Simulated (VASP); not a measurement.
# FeGe (P1) in VASP: a series of runs, part 2 of 4

VASP 6.6.1. The steps go on from the part before.

### 3 Single point, r2SCAN, collinear spin, ferromagnetic start

File POSCAR:

```
FeGe
1.0
    3.0161725290      0.0000000000      0.0000000000
    0.0000000000      3.0161725290      0.0000000000
    0.0000000000      0.0000000000      3.0161725290
Fe Ge
1 1
Direct
    0.0000000000      0.0000000000      0.0000000000
    0.4633440200      0.4507515000      0.4535288900
```

File INCAR.step1:

```
  PREC = Accurate
  ENCUT = 520
  ISMEAR = 0
  SIGMA = 0.05
  LREAL = False
  LASPH = True
  NELM = 150
  ISPIN = 2
  MAGMOM = 2 0
  LMAXMIX = 4
  NBANDS = 22
  GGA = PE
  ALGO = Normal
  EDIFF = 1E-4
  LWAVE = True
  LCHARG = False
```

File INCAR.step2:

```
  PREC = Accurate
  ENCUT = 520
  EDIFF = 1E-6
  ISMEAR = 0
  SIGMA = 0.05
  LREAL = False
  LASPH = True
  NELM = 150
  ALGO = Normal
  ISIF = 2
  LWAVE = False
  LCHARG = False
  ISPIN = 2
  MAGMOM = 2 0
  LORBIT = 11
  LMAXMIX = 4
  METAGGA = R2SCAN
  LMIXTAU = True
  NBANDS = 22
  ISTART = 1
```

File KPOINTS:

```
regular mesh
0
Gamma
  3 3 3
```

Potentials or basis: VASP PAW PBE potentials, release 64 (Fe, Ge_d).

Run with:

```console
$ cat potpaw_PBE.64/Fe/POTCAR potpaw_PBE.64/Ge_d/POTCAR > POTCAR
$ cp INCAR.step1 INCAR
$ mpirun -np 1 vasp_std > vasp.out
$ cp INCAR.step2 INCAR
$ mpirun -np 1 vasp_std > vasp.out
```

OUTCAR:

```text
PREC = Accurate
   ENCUT = 520
   EDIFF = 1E-6
   ISMEAR = 0
   LREAL = False
   LASPH = True
   NELM = 150
   ISIF = 2
   ISPIN = 2
   LORBIT = 11
   METAGGA = R2SCAN
   ISTART = 1

 ion  position               nearest neighbor table
   1  0.000  0.000  0.000-   2 2.38   2 2.52   2 2.55   2 2.56   2 2.68   2 2.69   2 2.72   2 2.84

   2  0.463  0.451  0.454-   1 2.38   1 2.52   1 2.55   1 2.56   1 2.68   1 2.69   1 2.72   1 2.84

  LATTYP: Found a simple cubic cell.
 ALAT       =     3.0161725290

  Lattice vectors:

 A1 = (   3.0161725290,   0.0000000000,   0.0000000000)
 A2 = (   0.0000000000,   3.0161725290,   0.0000000000)
 A3 = (   0.0000000000,   0.0000000000,   3.0161725290)

Analysis of symmetry for initial positions (statically):
=====================================================================
 Subroutine PRICEL returns:
 Original cell was already a primitive cell.

 Routine SETGRP: Setting up the symmetry group for a
 simple cubic supercell.

 Subroutine GETGRP returns: Found  1 space group operations
 (whereof  1 operations were pure point group operations)
 out of a pool of 48 trial point group operations.

The static configuration has the point symmetry C_1 .

Analysis of symmetry for dynamics (positions and initial velocities):
=====================================================================
 Subroutine PRICEL returns:
 Original cell was already a primitive cell.

 Routine SETGRP: Setting up the symmetry group for a
 simple cubic supercell.

 Subroutine GETGRP returns: Found  1 space group operations
 (whereof  1 operations were pure point group operations)
 out of a pool of 48 trial point group operations.

The dynamic configuration has the point symmetry C_1 .

Analysis of structural, dynamic, and magnetic symmetry:
=====================================================================
 Subroutine PRICEL returns:
 Original cell was already a primitive cell.

 Routine SETGRP: Setting up the symmetry group for a
 simple cubic supercell.

 Subroutine GETGRP returns: Found  1 space group operations
 (whereof  1 operations were pure point group operations)
 out of a pool of 48 trial point group operations.

The overall configuration has the point symmetry C_1 .

 Subroutine INISYM returns: Found  1 space group operations
 (whereof  1 operations are pure point group operations),
 and found     1 'primitive' translations

----------------------------------------------------------------------------------------

                                     Primitive cell

  volume of cell :      27.4390

  direct lattice vectors                    reciprocal lattice vectors
     3.016172529  0.000000000  0.000000000     0.331546021  0.000000000  0.000000000
     0.000000000  3.016172529  0.000000000     0.000000000  0.331546021  0.000000000
     0.000000000  0.000000000  3.016172529     0.000000000  0.000000000  0.331546021

  length of vectors
     3.016172529  3.016172529  3.016172529     0.331546021  0.331546021  0.331546021

  position of ions in fractional coordinates (direct lattice)
     0.000000000  0.000000000  0.000000000
     0.463344020  0.450751500  0.453528890

[... 57 lines left out ...]
   ISTART =      1    job   : 0-new  1-cont  2-samecut
   ICHARG =      0    charge: 1-file 2-atom 10-const
   ISPIN  =      2    spin polarized calculation?
   LNONCOLLINEAR =      F non collinear calculations
   LSORBIT =      F    spin-orbit coupling
   LASPH  =      T    aspherical Exc in radial PAW
   ENCUT  =  520.0 eV  38.22 Ry    6.18 a.u.   5.61  5.61  5.61*2*pi/ulx,y,z
   NELM   =    150;   NELMIN=  2; NELMDL=  0     # of ELM steps
   EDIFF  = 0.1E-05   stopping-criterion for ELM
   LREAL  =      F    real-space projection
   EDIFFG = 0.1E-04   stopping-criterion for IOM
   NSW    =      0    number of steps for IOM
   IBRION =     -1    ionic relax: 0-MD 1-quasi-New 2-CG
   NFREE  =      0    steps in history (QN), initial steepest desc. (CG)
   ISIF   =      2    stress and relaxation
   ISYM   =      2    0-nonsym 1-usesym 2-fastsym
   POTIM  = 0.5000    time-step for ionic-motion
   TEBEG  =    0.0;   TEEND  =   0.0 temperature during run
   PSTRESS=    0.0 pullay stress
   NELECT =      22.0000    total number of electrons
   NUPDOWN=      -1.0000    fix difference up-down
   EMIN   =  10.00;   EMAX   =-10.00  energy-range for DOS
   EFERMI =   0.00;   METHOD = LEGACY
   ISMEAR =     0;   SIGMA  =   0.05  broadening in eV -4-tet -1-fermi 0-gaus
   EFERMI_NEDOS =   21; number of points for ismear=-14 and -15
   IALGO  =     38    algorithm
   IMIX   =      4    mixing-type and parameters
     AMIX     =   0.40;   BMIX     =  1.00
     AMIX_MAG =   1.60;   BMIX_MAG =  1.00
  volume/ion in A,a.u.               =      13.72        92.58
  Fermi-wavevector in a.u.,A,eV,Ry     =   1.520873  2.874033 31.471009  2.313054
  Thomas-Fermi vector in A             =   2.629664
   LORBIT       =     11    0 simple, 1 ext, 2 COOP (PROOUT), +10 PAW based schemes
   METAGGA = R2SCAN    functional components
   LHFCALC =     F    Hartree Fock is set to
   AEXX    =    0.0000 exact exchange contribution
   IVDW    =     0    specifies the selected vdW correction
   LEPSILON=     F    determine dielectric tensor
   LRPA    =     F    only Hartree local field effects (RPA)
 spin polarized calculation
 Gauss-broadening in eV      SIGMA  =   0.05
  energy-cutoff  :      520.00
  volume of cell :       27.44
 maximum number of plane-waves:       748
 NGX is ok and might be reduce to    24
   NGX = 11   NGY = 11   NGZ = 11

 number of electron      22.0000003 magnetization      -0.0000000

 number of electron      22.0000003 magnetization       0.0000000

 Free energy of the ion-electron system (eV)
  ---------------------------------------------------
  ext. energy  EPLUGINS =         0.00000000
  ---------------------------------------------------
  free energy    TOTEN  =       -27.25396510 eV

  energy without entropy =      -27.25396510  energy(sigma->0) =      -27.25396510

 E-fermi :   7.1506     XC(G=0): -13.8096

 val. band max:        6.8103791659   @ k =   0.3333   0.0000   0.0000
 cond. band min:       7.4410969374   @ k =   0.3333  -0.3333   0.3333
 fundamental gap:      0.6307177714
 Fermi energy:         7.1506369824

 spin component 1

 k-point     1 :       0.0000    0.0000    0.0000
  band No.  band energies     occupation
      1     -18.2876      1.00000
      2     -18.2852      1.00000
      3     -18.2043      1.00000
      4     -18.1938      1.00000
      5     -18.1917      1.00000
      6      -6.1469      1.00000
[... 339 lines left out ...]
     21      31.8979      0.00000
     22      34.7957      0.00000
 Fermi energy:         7.1506369824

 spin component 2

 k-point     1 :       0.0000    0.0000    0.0000
  band No.  band energies     occupation
      1     -18.2876      1.00000
      2     -18.2852      1.00000
      3     -18.2043      1.00000
      4     -18.1938      1.00000
      5     -18.1917      1.00000
      6      -6.1469      1.00000
[... 339 lines left out ...]
     21      31.8979      0.00000
     22      34.7957      0.00000

------------------------ aborting loop because EDIFF is reached ----------------------------------------

  FORCE on cell =-STRESS in cart. coord.  units (eV):
  Direction    XX          YY          ZZ          XY          YZ          ZX
  --------------------------------------------------------------------------------------
  -------------------------------------------------------------------------------------
  Total       -3.6952084     -3.6874835     -3.6898245      0.4682992      0.5793407      0.4451159
  in kB     -215.7649900   -215.3139281   -215.4506220     27.3442145     33.8279803     25.9905336
  external PRESSURE =    -215.5098467 kB  Pullay stress =       0.0000000 kB

 VOLUME and BASIS-vectors are now :
 -----------------------------------------------------------------------------
  energy-cutoff  :      520.00
  volume of cell :       27.44
      direct lattice vectors                 reciprocal lattice vectors
     3.016172529  0.000000000  0.000000000     0.331546021  0.000000000  0.000000000
     0.000000000  3.016172529  0.000000000     0.000000000  0.331546021  0.000000000
     0.000000000  0.000000000  3.016172529     0.000000000  0.000000000  0.331546021

 POSITION                                       TOTAL-FORCE (eV/Angst)
 -----------------------------------------------------------------------------------
      0.00000      0.00000      0.00000        -0.201273     -0.254096     -0.244761
      1.39753      1.35954      1.36792         0.201273      0.254096      0.244761
 -----------------------------------------------------------------------------------
    total drift:                               -0.007001      0.006963      0.005654

  FREE ENERGIE OF THE ION-ELECTRON SYSTEM (eV)
  ---------------------------------------------------
  free  energy   TOTEN  =       -27.2539650963 eV

  energy  without entropy=      -27.2539650963  energy(sigma->0) =      -27.25396510

 total charge

# of ion       s       p       d       tot
------------------------------------------
    1        0.367   0.419   6.413   7.199
    2        1.067   1.160  10.099  12.327
--------------------------------------------------
tot          1.434   1.579  16.512  19.526

 magnetization (x)

# of ion       s       p       d       tot
------------------------------------------
    1        0.000  -0.000  -0.000  -0.000
    2       -0.000   0.000   0.000   0.000
--------------------------------------------------
tot         -0.000   0.000  -0.000  -0.000
```

Wall time 26 s (1 thread of Intel Xeon 6975P-C (Granite Rapids), shared host); peak memory 0.16 GiB.

Results:

- Free energy: -27.2540 eV
- Pressure: -21.6 GPa
- Largest force: 0.406 eV/Å
- Band gap on the k mesh: 0.63 eV, indirect (least direct gap 0.77 eV)
- Net moment: 0.00 μB per cell
- Valence electrons inside the program's atomic spheres: Fe 7.20; Ge 12.33

Forces on the atoms (eV/Å):
```
Fe  -0.201 -0.254 -0.245
Ge   0.201  0.254  0.245
```

Caveat: the k points lie up to 0.69 Å⁻¹ apart; the starting moments collapsed, and a magnetic state may lie lower; the PAW data sets were made with another functional, which shifts forces and pressure a little.

[end of part 2 of 4]
